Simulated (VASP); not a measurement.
# ZnSe (gw) (F-43m) in VASP: single point with PBE

Aim: the single point of ZnSe (gw) with PBE.

Everything below comes from runs of VASP 6.6.1. Logs are shortened: lines on timing, memory, paths and dates and some standing lists are left out, and cuts for length are marked.

## 1. The cell of the first run

The structure is cubic, space group F-43m (No. 216). The conventional cell has a = 5.633 Å, b = 5.633 Å, c = 5.633 Å, α = 90.00°, β = 90.00°, γ = 90.00°. Zn (site symmetry -43m) has 4 Se at 2.44 Å within 3.2 Å. Within 3.2 Å of Se (site symmetry -43m) lie 4 Zn at 2.44 Å.

## 2. Single point, PBE

INCAR

```
SYSTEM = ZnSe
PREC     = Accurate       ! precision mode
ENCUT    = 500            ! plane-wave cutoff, eV
EDIFF    = 1E-6           ! SCF threshold, eV
ISMEAR   = 0              ! smearing method
SIGMA    = 0.01           ! smearing width, eV
LREAL    = .FALSE.        ! projectors in reciprocal space
LASPH    = .TRUE.         ! aspherical terms in the spheres
NELM     = 120            ! most SCF steps
ALGO     = Normal         ! electronic algorithm
ISIF     = 2              ! what is computed and relaxed
LWAVE    = .FALSE.        ! write WAVECAR
LCHARG   = .TRUE.         ! write CHGCAR
GGA      = PE             ! functional
LELF     = .TRUE.         ! ELF
LVHAR    = .TRUE.       
NBANDS   = 16             ! bands
GGA_COMPAT= .FALSE.
```

KPOINTS

```
Automatic mesh
0
G
  4 4 4
  0 0 0
```

POSCAR

```
ZnSe
1.0
    0.0000000000      2.8166236825      2.8166236825
    2.8166236825      0.0000000000      2.8166236825
    2.8166236825      2.8166236825      0.0000000000
Zn Se
1 1
Direct
    0.0000000000      0.0000000000      0.0000000000
    0.2500000000      0.2500000000      0.2500000000
```

Potentials or basis: VASP PAW PBE potentials, release 64 (Zn, Se).

On the command line:

```
$ cat potpaw_PBE.64/Zn/POTCAR potpaw_PBE.64/Se/POTCAR > POTCAR
$ mpirun -np 1 vasp_std > vasp.out
```

OUTCAR:

```text
SYSTEM = ZnSe
   PREC = Accurate
   ENCUT = 500
   EDIFF = 1E-6
   ISMEAR = 0
   LREAL = .FALSE.
   LASPH = .TRUE.
   NELM = 120
   ISIF = 2
   GGA = PE

 ion  position               nearest neighbor table
   1  0.000  0.000  0.000-   2 2.44   2 2.44   2 2.44   2 2.44
   2  0.250  0.250  0.250-   1 2.44   1 2.44   1 2.44   1 2.44

  LATTYP: Found a face centered cubic cell.
 ALAT       =     5.6332473650

  Lattice vectors:

 A1 = (   0.0000000000,   2.8166236825,   2.8166236825)
 A2 = (   2.8166236825,   0.0000000000,   2.8166236825)
 A3 = (   2.8166236825,   2.8166236825,   0.0000000000)

Analysis of symmetry for initial positions (statically):
=====================================================================
 Subroutine PRICEL returns:
 Original cell was already a primitive cell.

 Routine SETGRP: Setting up the symmetry group for a
 face centered cubic supercell.

 Subroutine GETGRP returns: Found 24 space group operations
 (whereof 24 operations were pure point group operations)
 out of a pool of 48 trial point group operations.

The static configuration has the point symmetry T_d .

Analysis of symmetry for dynamics (positions and initial velocities):
=====================================================================
 Subroutine PRICEL returns:
 Original cell was already a primitive cell.

 Routine SETGRP: Setting up the symmetry group for a
 face centered cubic supercell.

 Subroutine GETGRP returns: Found 24 space group operations
 (whereof 24 operations were pure point group operations)
 out of a pool of 48 trial point group operations.

The dynamic configuration has the point symmetry T_d .

 Subroutine INISYM returns: Found 24 space group operations
 (whereof 24 operations are pure point group operations),
 and found     1 'primitive' translations

----------------------------------------------------------------------------------------

                                     Primitive cell

  volume of cell :      44.6906

  direct lattice vectors                    reciprocal lattice vectors
     0.000000000  2.816623682  2.816623682    -0.177517502  0.177517502  0.177517502
     2.816623682  0.000000000  2.816623682     0.177517502 -0.177517502  0.177517502
     2.816623682  2.816623682  0.000000000     0.177517502  0.177517502 -0.177517502

  length of vectors
     3.983307412  3.983307412  3.983307412     0.307469333  0.307469333  0.307469333

  position of ions in fractional coordinates (direct lattice)
     0.000000000  0.000000000  0.000000000
     0.250000000  0.250000000  0.250000000

  ion indices of the primitive-cell ions
   primitive index   ion index
                 1           1
                 2           2

----------------------------------------------------------------------------------------

 KPOINTS: Automatic mesh

Automatic generation of k-mesh.
 Grid dimensions read from file:
 generate k-points for:    4    4    4

 Generating k-lattice:

  Cartesian coordinates                     Fractional coordinates (reciprocal lattice)
    -0.044379375  0.044379375  0.044379375     0.250000000  0.000000000  0.000000000
     0.044379375 -0.044379375  0.044379375     0.000000000  0.250000000  0.000000000
     0.044379375  0.044379375 -0.044379375     0.000000000  0.000000000  0.250000000

  Length of vectors
     0.076867333  0.076867333  0.076867333

  Shift w.r.t. Gamma in fractional coordinates (k-lattice)
     0.000000000  0.000000000  0.000000000

 Subroutine IBZKPT returns following result:
 ===========================================

 Found      8 irreducible k-points:

 Following reciprocal coordinates:
            Coordinates               Weight
  0.000000  0.000000  0.000000      1.000000
  0.250000  0.000000  0.000000      8.000000
  0.500000  0.000000  0.000000      4.000000
  0.250000  0.250000  0.000000      6.000000
  0.500000  0.250000  0.000000     24.000000
 -0.250000  0.250000  0.000000     12.000000
  0.500000  0.500000  0.000000      3.000000
 -0.250000  0.500000  0.250000      6.000000
   k-points           NKPTS =      8   k-points in BZ     NKDIM =      8   number of bands    NBANDS=     16
   number of dos      NEDOS =    301   number of ions     NIONS =      2
   total plane-waves  NPLWV =  27000
   dimension x,y,z NGX =    30 NGY =   30 NGZ =   30
   dimension x,y,z NGXF=    60 NGYF=   60 NGZF=   60
   ions per type =               1   1
   NGX,Y,Z   is equivalent  to a cutoff of  12.52, 12.52, 12.52 a.u.
   NGXF,Y,Z  is equivalent  to a cutoff of  25.04, 25.04, 25.04 a.u.
 SYSTEM =  ZnSe
   PREC   = accura    normal or accurate (medium, high low for compatibility)
   ISTART =      0    job   : 0-new  1-cont  2-samecut
   ICHARG =      2    charge: 1-file 2-atom 10-const
   ISPIN  =      1    spin polarized calculation?
   LNONCOLLINEAR =      F non collinear calculations
   LSORBIT =      F    spin-orbit coupling
   LASPH  =      T    aspherical Exc in radial PAW
   ENCUT  =  500.0 eV  36.75 Ry    6.06 a.u.   7.26  7.26  7.26*2*pi/ulx,y,z
   NELM   =    120;   NELMIN=  2; NELMDL= -5     # of ELM steps
   EDIFF  = 0.1E-05   stopping-criterion for ELM
   LREAL  =      F    real-space projection
   EDIFFG = 0.1E-04   stopping-criterion for IOM
   NSW    =      0    number of steps for IOM
   IBRION =     -1    ionic relax: 0-MD 1-quasi-New 2-CG
   NFREE  =      0    steps in history (QN), initial steepest desc. (CG)
   ISIF   =      2    stress and relaxation
   ISYM   =      2    0-nonsym 1-usesym 2-fastsym
   POTIM  = 0.5000    time-step for ionic-motion
   TEBEG  =    0.0;   TEEND  =   0.0 temperature during run
   PSTRESS=    0.0 pullay stress
   NELECT =      18.0000    total number of electrons
   NUPDOWN=      -1.0000    fix difference up-down
   EMIN   =  10.00;   EMAX   =-10.00  energy-range for DOS
   EFERMI =   0.00;   METHOD = LEGACY
   ISMEAR =     0;   SIGMA  =   0.01  broadening in eV -4-tet -1-fermi 0-gaus
   EFERMI_NEDOS =   21; number of points for ismear=-14 and -15
   IALGO  =     38    algorithm
   IMIX   =      4    mixing-type and parameters
     AMIX     =   0.40;   BMIX     =  1.00
     AMIX_MAG =   1.60;   BMIX_MAG =  1.00
  volume/ion in A,a.u.               =      22.35       150.79
  Fermi-wavevector in a.u.,A,eV,Ry     =   1.209002  2.284682 19.887427  1.461685
  Thomas-Fermi vector in A             =   2.344592
   LORBIT       =      0    0 simple, 1 ext, 2 COOP (PROOUT), +10 PAW based schemes
   GGA     = PE    functional components
   LHFCALC =     F    Hartree Fock is set to
   AEXX    =    0.0000 exact exchange contribution
   IVDW    =     0    specifies the selected vdW correction
   LEPSILON=     F    determine dielectric tensor
   LRPA    =     F    only Hartree local field effects (RPA)
 non-spin polarized calculation
 Gauss-broadening in eV      SIGMA  =   0.01
  energy-cutoff  :      500.00
  volume of cell :       44.69
 maximum number of plane-waves:      1158
 NGX is ok and might be reduce to    30
   NGX = 15   NGY = 15   NGZ = 15

 number of electron      17.9999998 magnetization

 Free energy of the ion-electron system (eV)
  ---------------------------------------------------
  ext. energy  EPLUGINS =         0.00000000
  ---------------------------------------------------
  free energy    TOTEN  =        -5.93596430 eV

  energy without entropy =       -5.93596430  energy(sigma->0) =       -5.93596430

 E-fermi :   1.8795     XC(G=0):  -9.3907

 val. band max:        1.8025715745   @ k =   0.0000   0.0000   0.0000
 cond. band min:       3.1549055548   @ k =   0.0000   0.0000   0.0000
 fundamental gap:      1.3523339802
 Fermi energy:         1.8795118551

 k-point     1 :       0.0000    0.0000    0.0000
  band No.  band energies     occupation
      1     -11.5711      2.00000
      2      -4.8408      2.00000
      3      -4.8408      2.00000
      4      -4.8408      2.00000
      5      -4.4574      2.00000
      6      -4.4574      2.00000
[... 8 lines left out ...]
     15      13.2831      0.00000
     16      13.2831      0.00000

 k-point     2 :       0.2500    0.0000    0.0000
  band No.  band energies     occupation
      1     -11.1940      2.00000
      2      -4.7882      2.00000
      3      -4.7882      2.00000
      4      -4.7809      2.00000
      5      -4.4573      2.00000
      6      -4.4573      2.00000
[... 8 lines left out ...]
     15      12.2487      0.00000
     16      12.5410      0.00000

 k-point     3 :       0.5000    0.0000    0.0000
  band No.  band energies     occupation
      1     -10.7465      2.00000
      2      -4.7502      2.00000
      3      -4.7502      2.00000
      4      -4.4379      2.00000
      5      -4.4379      2.00000
      6      -4.2908      2.00000
[... 8 lines left out ...]
     15      14.9688      0.00000
     16      14.9688      0.00000

 k-point     4 :       0.2500    0.2500    0.0000
  band No.  band energies     occupation
      1     -11.0672      2.00000
      2      -4.8571      2.00000
      3      -4.7258      2.00000
      4      -4.7258      2.00000
      5      -4.4843      2.00000
      6      -4.4320      2.00000
[... 8 lines left out ...]
     15      14.1554      0.00000
     16      15.6936      0.00000

 k-point     5 :       0.5000    0.2500    0.0000
  band No.  band energies     occupation
      1     -10.6158      2.00000
      2      -4.7579      2.00000
      3      -4.6647      2.00000
      4      -4.5650      2.00000
      5      -4.4288      2.00000
      6      -4.3110      2.00000
[... 8 lines left out ...]
     15      15.1362      0.00000
     16      16.0342      0.00000

 k-point     6 :      -0.2500    0.2500    0.0000
  band No.  band energies     occupation
      1     -10.7675      2.00000
      2      -4.7391      2.00000
      3      -4.7192      2.00000
      4      -4.5833      2.00000
      5      -4.4699      2.00000
      6      -4.4063      2.00000
[... 8 lines left out ...]
     15      13.8701      0.00000
     16      16.0111      0.00000

 k-point     7 :       0.5000    0.5000    0.0000
  band No.  band energies     occupation
      1     -10.4656      2.00000
      2      -4.8186      2.00000
      3      -4.5773      2.00000
      4      -4.5773      2.00000
      5      -4.4067      2.00000
      6      -4.2698      2.00000
[... 8 lines left out ...]
     15      15.7748      0.00000
     16      16.3010      0.00000

 k-point     8 :      -0.2500    0.5000    0.2500
  band No.  band energies     occupation
      1     -10.4604      2.00000
      2      -4.7228      2.00000
      3      -4.6252      2.00000
      4      -4.4933      2.00000
      5      -4.4878      2.00000
      6      -4.1407      2.00000
[... 8 lines left out ...]
     15      15.6579      0.00000
     16      15.9917      0.00000

------------------------ aborting loop because EDIFF is reached ----------------------------------------

  FORCE on cell =-STRESS in cart. coord.  units (eV):
  Direction    XX          YY          ZZ          XY          YZ          ZX
  --------------------------------------------------------------------------------------
  -------------------------------------------------------------------------------------
  Total        1.1079603      1.1079603      1.1079603     -0.0000000      0.0000000     -0.0000000
  in kB       39.7208282     39.7208282     39.7208282     -0.0000000      0.0000000     -0.0000000
  external PRESSURE =      39.7208282 kB  Pullay stress =       0.0000000 kB

 VOLUME and BASIS-vectors are now :
 -----------------------------------------------------------------------------
  energy-cutoff  :      500.00
  volume of cell :       44.69
      direct lattice vectors                 reciprocal lattice vectors
     0.000000000  2.816623682  2.816623682    -0.177517502  0.177517502  0.177517502
     2.816623682  0.000000000  2.816623682     0.177517502 -0.177517502  0.177517502
     2.816623682  2.816623682  0.000000000     0.177517502  0.177517502 -0.177517502

 POSITION                                       TOTAL-FORCE (eV/Angst)
 -----------------------------------------------------------------------------------
      0.00000      0.00000      0.00000         0.000000      0.000000      0.000000
      1.40831      1.40831      1.40831        -0.000000     -0.000000     -0.000000
 -----------------------------------------------------------------------------------
    total drift:                               -0.000000     -0.000000      0.000000

  FREE ENERGIE OF THE ION-ELECTRON SYSTEM (eV)
  ---------------------------------------------------
  free  energy   TOTEN  =        -5.9359642964 eV

  energy  without entropy=       -5.9359642964  energy(sigma->0) =       -5.93596430
```

Run time: 12 s. Hardware: 1 thread of Intel Xeon 6975P-C, shared host; peak memory 0.16 GiB.

Results:

```yaml
Free_energy: -5.9360 eV
Pressure: 4.0 GPa
Band_gap_on_the_k_mesh: 1.35 eV, direct
```

Caveat: the k points lie up to 0.48 Å⁻¹ apart.
